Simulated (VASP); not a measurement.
# NiSb2 (Pnnm) in VASP: further runs

Runs on NiSb2. Level: PBEsol. Tasks: single point.

Program: VASP 6.6.1. These are calculated values, not measurements. Logs are shortened: lines on timing, memory, paths and dates and some standing lists are left out, and cuts for length are marked.

## Step 1: The cell of the first run

It takes space group Pnnm (No. 58, orthorhombic). The conventional cell has a = 5.094 Å, b = 6.222 Å, c = 3.790 Å, α = 90.00°, β = 90.00°, γ = 90.00°. Within 3.3 Å of Ni (site symmetry 2/m) lie 6 Sb at 2.49 to 2.53 Å. Sb (site symmetry m) has 3 Ni at 2.49 to 2.53 Å and 6 Sb at 2.86 to 3.44 Å within 3.5 Å.

## Step 2: Single point, PBEsol (20.02 Å³/atom)

File INCAR:

```
SYSTEM = NiSb2
ALGO = Normal
EDIFF = 1E-6
ENCUT = 520
GGA = PS
ISIF = 2
ISMEAR = 0
LASPH = .TRUE.
LCHARG = .TRUE.
LELF = .TRUE.
LREAL = .FALSE.
LVHAR = .TRUE.
LWAVE = .FALSE.
NBANDS = 29
NELM = 100
PREC = Accurate
SIGMA = 0.1
```

File KPOINTS:

```
k-points
0
G
  8 6 10
  0 0 0
```

File POSCAR:

```
NiSb2
1.0
    5.0937447113      0.0000000000      0.0000000000
    0.0000000000      6.2224297547      0.0000000000
    0.0000000000      0.0000000000      3.7895011313
Ni Sb
2 4
Direct
    0.0000000000      0.0000000000      0.0000000000
    0.5000000000      0.5000000000      0.5000000000
    0.2203913892      0.3572878473      0.0000000000
    0.7796086108      0.6427121527      0.0000000000
    0.7203913892      0.1427121527      0.5000000000
    0.2796086108      0.8572878473      0.5000000000
```

Potentials or basis: VASP PAW PBE potentials, release 64 (Ni, Sb).

Launch:

```console
cat potpaw_PBE.64/Ni/POTCAR potpaw_PBE.64/Sb/POTCAR > POTCAR
mpirun -np 1 vasp_std > vasp.out
```

OUTCAR:

```text
SYSTEM = NiSb2
   EDIFF = 1E-6
   ENCUT = 520
   GGA = PS
   ISIF = 2
   ISMEAR = 0
   LASPH = .TRUE.
   LREAL = .FALSE.
   NELM = 100
   PREC = Accurate

 ion  position               nearest neighbor table
   1  0.000  0.000  0.000-   3 2.49   4 2.49   5 2.53   6 2.53   5 2.53   6 2.53
   2  0.500  0.500  0.500-   5 2.49   6 2.49   3 2.53   4 2.53   3 2.53   4 2.53
   3  0.220  0.357  0.000-   1 2.49   2 2.53   2 2.53   4 2.86   4 3.36   5 3.44   5 3.44   5 3.44
                             5 3.44   6 3.66   6 3.66   6 3.66   6 3.66
   4  0.780  0.643  0.000-   1 2.49   2 2.53   2 2.53   3 2.86   3 3.36   6 3.44   6 3.44   6 3.44
                             6 3.44   5 3.66   5 3.66   5 3.66   5 3.66
   5  0.720  0.143  0.500-   2 2.49   1 2.53   1 2.53   6 2.86   6 3.36   3 3.44   3 3.44   3 3.44
                             3 3.44   4 3.66   4 3.66   4 3.66   4 3.66
   6  0.280  0.857  0.500-   2 2.49   1 2.53   1 2.53   5 2.86   5 3.36   4 3.44   4 3.44   4 3.44
                             4 3.44   3 3.66   3 3.66   3 3.66   3 3.66

  LATTYP: Found a simple orthorhombic cell.
 ALAT       =     3.7895011313
 B/A-ratio  =     1.3441728963
 C/A-ratio  =     1.6420181810

  Lattice vectors:

 A1 = (   0.0000000000,   0.0000000000,   3.7895011313)
 A2 = (   5.0937447113,   0.0000000000,   0.0000000000)
 A3 = (   0.0000000000,   6.2224297547,   0.0000000000)

Analysis of symmetry for initial positions (statically):
=====================================================================
 Subroutine PRICEL returns:
 Original cell was already a primitive cell.

 Routine SETGRP: Setting up the symmetry group for a
 simple orthorhombic supercell.

 Subroutine GETGRP returns: Found  8 space group operations
 (whereof  4 operations were pure point group operations)
 out of a pool of  8 trial point group operations.

The static configuration has the point symmetry C_2h.
 The point group associated with its full space group is D_2h.

Analysis of symmetry for dynamics (positions and initial velocities):
=====================================================================
 Subroutine PRICEL returns:
 Original cell was already a primitive cell.

 Routine SETGRP: Setting up the symmetry group for a
 simple orthorhombic supercell.

 Subroutine GETGRP returns: Found  8 space group operations
 (whereof  4 operations were pure point group operations)
 out of a pool of  8 trial point group operations.

The dynamic configuration has the point symmetry C_2h.
 The point group associated with its full space group is D_2h.

 Subroutine INISYM returns: Found  8 space group operations
[... 110 lines left out ...]
   NFREE  =      0    steps in history (QN), initial steepest desc. (CG)
   ISIF   =      2    stress and relaxation
   ISYM   =      2    0-nonsym 1-usesym 2-fastsym
   POTIM  = 0.5000    time-step for ionic-motion
   TEBEG  =    0.0;   TEEND  =   0.0 temperature during run
   PSTRESS=    0.0 pullay stress
   NELECT =      40.0000    total number of electrons
   NUPDOWN=      -1.0000    fix difference up-down
   EMIN   =  10.00;   EMAX   =-10.00  energy-range for DOS
   EFERMI =   0.00;   METHOD = LEGACY
   ISMEAR =     0;   SIGMA  =   0.10  broadening in eV -4-tet -1-fermi 0-gaus
   EFERMI_NEDOS =   21; number of points for ismear=-14 and -15
   IALGO  =     38    algorithm
   IMIX   =      4    mixing-type and parameters
     AMIX     =   0.40;   BMIX     =  1.00
     AMIX_MAG =   1.60;   BMIX_MAG =  1.00
  volume/ion in A,a.u.               =      20.02       135.09
  Fermi-wavevector in a.u.,A,eV,Ry     =   1.134754  2.144374 17.519771  1.287667
  Thomas-Fermi vector in A             =   2.271458
   LORBIT       =      0    0 simple, 1 ext, 2 COOP (PROOUT), +10 PAW based schemes
   GGA     = PS    functional components
   LHFCALC =     F    Hartree Fock is set to
   AEXX    =    0.0000 exact exchange contribution
   IVDW    =     0    specifies the selected vdW correction
   LEPSILON=     F    determine dielectric tensor
   LRPA    =     F    only Hartree local field effects (RPA)
 non-spin polarized calculation
 Gauss-broadening in eV      SIGMA  =   0.10
  energy-cutoff  :      520.00
  volume of cell :      120.11
 maximum number of plane-waves:      3268
 NGX is ok and might be reduce to    40
   NGX = 19   NGY = 23   NGZ = 15

 number of electron      40.0000017 magnetization

 Free energy of the ion-electron system (eV)
  ---------------------------------------------------
  ext. energy  EPLUGINS =         0.00000000
  ---------------------------------------------------
  free energy    TOTEN  =       -31.92783684 eV

  energy without entropy =      -31.91367696  energy(sigma->0) =      -31.92075690

 E-fermi :   9.3405     XC(G=0): -11.1082

 val. band max:        9.3304713434   @ k =   0.3750   0.5000   0.0000
 cond. band min:       9.3464752702   @ k =   0.3750   0.3333   0.0000
 fundamental gap:      0.0160039268
 Fermi energy:         9.3404714230

 k-point     1 :       0.0000    0.0000    0.0000
  band No.  band energies     occupation
      1      -3.7401      2.00000
      2      -0.4028      2.00000
      3      -0.1381      2.00000
      4       1.2426      2.00000
      5       3.1011      2.00000
      6       4.5429      2.00000
[... 757 lines left out ...]
     28      14.6271      0.00000
     29      15.6330      0.00000

 [... further k-points ...]

------------------------ aborting loop because EDIFF is reached ----------------------------------------

  FORCE on cell =-STRESS in cart. coord.  units (eV):
  Direction    XX          YY          ZZ          XY          YZ          ZX
  --------------------------------------------------------------------------------------
  -------------------------------------------------------------------------------------
  Total        2.4891849      2.5257840      2.3858582      0.0000000      0.0000000      0.0000000
  in kB       33.2038558     33.6920606     31.8255559      0.0000000      0.0000000      0.0000000
  external PRESSURE =      32.9071574 kB  Pullay stress =       0.0000000 kB

 VOLUME and BASIS-vectors are now :
 -----------------------------------------------------------------------------
  energy-cutoff  :      520.00
  volume of cell :      120.11
      direct lattice vectors                 reciprocal lattice vectors
     5.093744711  0.000000000  0.000000000     0.196319222  0.000000000  0.000000000
     0.000000000  6.222429755  0.000000000     0.000000000  0.160708926  0.000000000
     0.000000000  0.000000000  3.789501131     0.000000000  0.000000000  0.263886978

 POSITION                                       TOTAL-FORCE (eV/Angst)
 -----------------------------------------------------------------------------------
      0.00000      0.00000      0.00000         0.000000      0.000000      0.000000
      2.54687      3.11121      1.89475         0.000000      0.000000      0.000000
      1.12262      2.22320      0.00000         0.021987     -0.023574      0.000000
      3.97113      3.99923      0.00000        -0.021987      0.023574      0.000000
      3.66949      0.88802      1.89475         0.021987      0.023574      0.000000
      1.42425      5.33441      1.89475        -0.021987     -0.023574     -0.000000
 -----------------------------------------------------------------------------------
    total drift:                                0.000000      0.000000     -0.000000

  FREE ENERGIE OF THE ION-ELECTRON SYSTEM (eV)
  ---------------------------------------------------
  free  energy   TOTEN  =       -31.9278368413 eV

  energy  without entropy=      -31.9136769599  energy(sigma->0) =      -31.92075690
```

OSZICAR:

```text
N       E                     dE             d eps       ncg     rms          rms(c)
DAV:   1     0.243093138891E+03    0.24309E+03   -0.15374E+04  6968   0.128E+03
DAV:   2    -0.157869706040E+02   -0.25888E+03   -0.24995E+03  7410   0.291E+02
DAV:   3    -0.339829815117E+02   -0.18196E+02   -0.17614E+02  8357   0.888E+01
DAV:   4    -0.344468203556E+02   -0.46384E+00   -0.46200E+00  7973   0.139E+01
DAV:   5    -0.344599730658E+02   -0.13153E-01   -0.13151E-01  9324   0.258E+00    0.180E+01
DAV:   6    -0.428519521059E+02   -0.83920E+01   -0.71979E+01  7830   0.144E+02    0.299E+01
DAV:   7    -0.324221448669E+02    0.10430E+02   -0.20746E+01  8570   0.888E+01    0.671E+00
DAV:   8    -0.320111879917E+02    0.41096E+00   -0.42641E+00 10060   0.277E+01    0.455E+00
DAV:   9    -0.319433815522E+02    0.67806E-01   -0.96067E-01  8800   0.129E+01    0.192E+00
DAV:  10    -0.319302837186E+02    0.13098E-01   -0.37108E-02  8490   0.282E+00    0.935E-01
DAV:  11    -0.319282201441E+02    0.20636E-02   -0.54709E-03 10251   0.790E-01    0.224E-01
DAV:  12    -0.319278767104E+02    0.34343E-03   -0.73609E-04 10708   0.284E-01    0.674E-02
DAV:  13    -0.319278374458E+02    0.39265E-04   -0.17317E-04 10693   0.152E-01    0.144E-02
DAV:  14    -0.319278372639E+02    0.18193E-06   -0.19595E-05  7633   0.318E-02    0.551E-03
DAV:  15    -0.319278368413E+02    0.42260E-06   -0.87265E-07  4260   0.122E-02
   1 F= -.31927837E+02 E0= -.31920757E+02  d E =-.141599E-01
```

stdout:

```text
POSCAR found type information on POSCAR NiSb
 POSCAR found :  2 types and       6 ions
 scaLAPACK will be used
 -----------------------------------------------------------------------------
|                                                                             |
|                                                                             |
|     You enforced a specific xc type in the INCAR file but a different       |
|     I HOPE YOU KNOW WHAT YOU ARE DOING!                                     |
|                                                                             |
 -----------------------------------------------------------------------------

 LDA part: xc-table for (Slater+PW92), standard interpolation
 POSCAR, INCAR and KPOINTS ok, starting setup
 FFT: planning ... GRIDC
 FFT: planning ... GRID_SOFT
 FFT: planning ... GRID
 WAVECAR not read
 entering main loop
```

Wall time 9.7 min (1 thread of Intel Xeon 8259CL, shared host); peak memory 0.48 GiB.

Results:

```yaml
Free_energy: -31.9278 eV
Pressure: 3.3 GPa
Largest_force: 0.032 eV/Å
Band_gap_on_the_k_mesh: zero (bands 20 and 21 overlap by 1.91 eV)
```

Forces in eV/Å, atoms in the order of the input:
```
Ni   0.000  0.000  0.000
Ni   0.000  0.000  0.000
Sb   0.022 -0.024  0.000
Sb  -0.022  0.024  0.000
Sb   0.022  0.024  0.000
Sb  -0.022 -0.024  0.000
```

Caveat: the cell stands under pressure; the PAW data sets were made with another functional, which shifts forces and pressure a little; spin-orbit coupling is left out, which moves the levels of the heavy elements.

## Step 3: Single point, PBEsol

This run uses another cell than the first one, of 20.64 Å³/atom.

File INCAR:

```
PREC = Accurate
ENCUT = 520
EDIFF = 1E-7
ISMEAR = 0
SIGMA = 0.1
LREAL = False
LASPH = True
NELM = 60
ALGO = Normal
ISIF = 2
LWAVE = False
LCHARG = False
GGA = PS
NBANDS = 29
```

File KPOINTS:

```
Automatic mesh
0
Gamma
  8 6 10
```

File POSCAR:

```
NiSb2
1.0
    5.1504399531      0.0000000000      0.0000000000
    0.0000000000      6.2752737717      0.0000000000
    0.0000000000      0.0000000000      3.8311616668
Ni Sb
2 4
Direct
    0.0000000000      0.0000000000      0.0000000000
    0.5000000000      0.5000000000      0.5000000000
    0.2207161714      0.3578192933      0.0000000000
    0.7792838286      0.6421807067      0.0000000000
    0.7207161714      0.1421807067      0.5000000000
    0.2792838286      0.8578192933      0.5000000000
```

Potentials or basis: VASP PAW PBE potentials, release 64 (Ni, Sb).

Launch:

```console
cat potpaw_PBE.64/Ni/POTCAR potpaw_PBE.64/Sb/POTCAR > POTCAR
mpirun -np 1 vasp_std > vasp.out
```

Run time: 11 min. Hardware: 1 thread of Intel Xeon 8259CL, shared host; peak memory 0.49 GiB.

Results (log left out):

```
Free energy            : -31.9653 eV
Pressure               : 0.0 GPa
Largest force          : 0.025 eV/Å
Band gap on the k mesh : zero (bands 20 and 21 overlap by 1.89 eV)
```

Forces on the atoms (eV/Å):
```
Ni   0.000  0.000  0.000
Ni   0.000  0.000  0.000
Sb   0.018 -0.018  0.000
Sb  -0.018  0.018  0.000
Sb   0.018  0.018  0.000
Sb  -0.018 -0.018  0.000
```

Stress tensor (GPa, compression positive):
```
 0.05  0.00  0.00
 0.00  0.10  0.00
 0.00  0.00 -0.05
```

Levels at points of the mesh, in eV from the Fermi level:
```csv
k point,band 17,band 18,band 19,band 20,band 21,band 22,band 23,band 24
"(0.00, 0.00, 0.00)",-2.05,-1.68,-1.15,-0.33,1.54,2.77,2.90,3.23
"(0.50, 0.00, 0.00)",0.03,0.03,0.06,0.06,2.43,2.43,2.52,2.52
"(0.00, 0.50, 0.00)",-1.42,-1.42,-0.60,-0.60,1.28,1.28,3.01,3.01
"(0.50, 0.50, 0.00)",0.07,0.07,0.19,0.19,0.47,0.47,1.79,1.79
"(0.00, 0.00, 0.50)",-1.77,-1.77,-1.58,-1.58,0.82,0.82,1.16,1.16
"(0.50, 0.00, 0.50)",-2.04,-2.04,-1.75,-1.75,-0.42,-0.42,3.72,3.72
"(0.00, 0.50, 0.50)",-2.04,-2.04,-1.37,-1.37,-0.75,-0.75,1.07,1.07
"(0.50, 0.50, 0.50)",-2.03,-2.03,-0.30,-0.30,1.57,1.57,2.23,2.23
```

Caveat: the PAW data sets were made with another functional, which shifts forces and pressure a little; spin-orbit coupling is left out, which moves the levels of the heavy elements. Spin polarisation is off, so any magnetic state and its effect on volume and gap are missing.
